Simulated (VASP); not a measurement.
Set up this calculation in VASP 6.6.1, as the native input.

```
Task                   : single point
Functional             : PBEsol
Potentials or basis    : VASP PAW PBE potentials, release 64 (Pt)
Cutoff                 : 520 eV
k mesh                 : 20 × 20 × 20
Occupations            : gaussian, width 0.15 eV
Spin                   : no spin polarisation
Dipole correction      : no
Further INCAR settings : ALGO = Normal; EDIFF = 1e-07; NBANDS = 11
```

The structure of Pt lies in POSCAR:

```
Pt
1.0
    0.0000000000      1.9285315000      1.9579000000
    1.9285315000      0.0000000000      1.9579000000
    1.9285315000      1.9285315000      0.0000000000
Pt
1
Direct
    0.0000000000      0.0000000000      0.0000000000
```

This cell differs from its parent crystal: strain -0.015 along x and y, +0.000 along z.

These files were run (other wordings do the same):

INCAR

```
PREC     = Accurate       # precision mode
ENCUT    = 520            # plane-wave cutoff, eV
EDIFF    = 1E-7           # SCF threshold, eV
ISMEAR   = 0              # smearing method
SIGMA    = 0.15           # smearing width, eV
LREAL    = F              # projectors in reciprocal space
LASPH    = T              # aspherical terms in the spheres
NELM     = 80             # most SCF steps
ALGO     = Normal         # electronic algorithm
ISIF     = 2              # what is computed and relaxed
LWAVE    = F              # write WAVECAR
LCHARG   = T              # write CHGCAR
GGA      = PS             # functional
LELF     = T              # ELF
LVHAR    = T            
NBANDS   = 11             # bands
```

KPOINTS

```
regular mesh
0
Gamma
  20 20 20
```

Potentials or basis: VASP PAW PBE potentials, release 64 (Pt).

Launch:

```sh
$ cat potpaw_PBE.64/Pt/POTCAR > POTCAR
$ mpirun -np 1 vasp_std > vasp.out
```

It gave:

```
Pressure               : 9.7 GPa
Band gap on the k mesh : zero (band 5 reaches 12.40 eV, above the bottom of band 6 at 10.01 eV)
```

Caveat: the cell differs from its parent crystal (strain -0.015 along x and y, +0.000 along z); the PAW data sets were made with another functional, which shifts forces and pressure a little; spin-orbit coupling is left out, which moves the levels of the heavy elements.

Run time: 89 s on 1 thread of Intel(R) Xeon(R) Platinum 8375C CPU @ 2.90GHz (Ice Lake), on a shared host, peak memory 0.21 GiB.
